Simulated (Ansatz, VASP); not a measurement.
## Two plane-wave programs on Si

```
CELL_PARAMETERS angstrom
2.52567 0.00000 0.00000
0.00000 2.52567 0.00000
0.00000 0.00000 2.52567
ATOMIC_POSITIONS crystal
Si 0.50000 0.50000 0.50000
```

Alike in both runs: functional r2SCAN; k mesh 22 × 22 × 22; occupations gaussian, width 0.1 eV; no spin polarisation.

Ansatz relaxed the structure, and its values are those at the end. VASP's run is a single point on that final structure, the one shown.

|  | VASP | Ansatz |
| --- | --- | --- |
| version | VASP 6.6.1 | Ansatz 0.2.0 |
| potentials or method | VASP PAW PBE potentials, release 64 (Si), cutoff 520 eV | scalar-relativistic, plane waves, PAW |
| valence electrons in the cell | 4 | 4 |

|  | VASP | Ansatz | Ansatz less VASP |
| --- | --- | --- | --- |
| gap on the k mesh at the Fermi level (eV) | none | none | - |
| pressure (GPa) | -0.1 | 0.0 | +0.12 |

VASP's potentials were made for PBE, not for r2SCAN. A gap of «none» marks a metal or a gap that the smearing closes.
